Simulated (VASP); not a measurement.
## Si: single point with PBE

Si:

```
Si
1.0
     0.00000    1.65879    1.65879
     1.65879    0.00000    1.65879
     1.65879    1.65879    0.00000
Si
1
Direct
  0.00000 0.00000 0.00000
```

| Item | Value |
| --- | --- |
| Program | VASP 6.6.1 |
| Task | single point |
| Functional | PBE |
| Potentials or basis | VASP PAW PBE potentials, release 64 (Si) |
| Cutoff | 500 eV |
| k mesh | 15 × 15 × 15 |
| Occupations | fermi-dirac, width 0.1 eV |
| Spin | no spin polarisation |

```yaml
Pressure: 103.2 GPa
Band_gap_on_the_k_mesh: zero (band 2 reaches 31.37 eV, above the bottom of band 3 at 14.36 eV)
```

Levels at points of the mesh, in eV from the Fermi level:
```csv
k point,band 1,band 2,band 3,band 4,band 5
"(0.00, 0.00, 0.00)",-19.44,13.87,13.87,13.87,17.90
```

Run time: 16 s on 1 thread of Intel Xeon 8259CL, on a shared host, peak memory 0.12 GiB.
